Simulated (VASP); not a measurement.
A run of VASP 6.6.1 is set up as follows.

INCAR

```
PREC     = Accurate       # precision mode
ENCUT    = 520            # plane-wave cutoff, eV
EDIFF    = 1E-6           # SCF threshold, eV
ISMEAR   = 0              # smearing method
SIGMA    = 0.15           # smearing width, eV
LREAL    = False          # projectors in reciprocal space
LASPH    = True           # aspherical terms in the spheres
NELM     = 150            # most SCF steps
ALGO     = Fast           # electronic algorithm
ISIF     = 2              # what is computed and relaxed
LWAVE    = False          # write WAVECAR
LCHARG   = True           # write CHGCAR
ISPIN    = 2              # spin polarisation
MAGMOM   = 0.81           # initial moments
LORBIT   = 11             # projections on sites
LMAXMIX  = 4              # l up to which the mixer works
GGA      = PS             # functional
LELF     = True           # ELF
LVHAR    = True         
NBANDS   = 15             # bands
```

File KPOINTS:

```
Automatic mesh
0
Gamma
  22 22 22
```

The input POSCAR:

```
Ni
1.0
    0.0000000000      1.6972320000      1.6265140000
    1.6972320000      0.0000000000      1.6265140000
    1.6972320000      1.6972320000      0.0000000000
Ni
1
Direct
    0.0000000000      0.0000000000      0.0000000000
```

Potentials or basis: VASP PAW PBE potentials, release 64 (Ni).

The run is started by

```sh
$ cat potpaw_PBE.64/Ni/POTCAR > POTCAR
$ mpirun -np 1 vasp_std > vasp.out
```

Problem. Estimate the site moments.

Solution. Ni +0.57 μB.

Problem. Predict the net moment.

Solution. 0.58 μB per cell.

Stress tensor (GPa, compression positive):
```
27.90  0.00  0.00
 0.00 27.90  0.00
 0.00  0.00 34.06
```

Caveat: the cell differs from its parent crystal (strain -0.040 along x and y, -0.080 along z); the stress differs along the axes, from 28 to 34 GPa; the PAW data sets were made with another functional, which shifts forces and pressure a little.
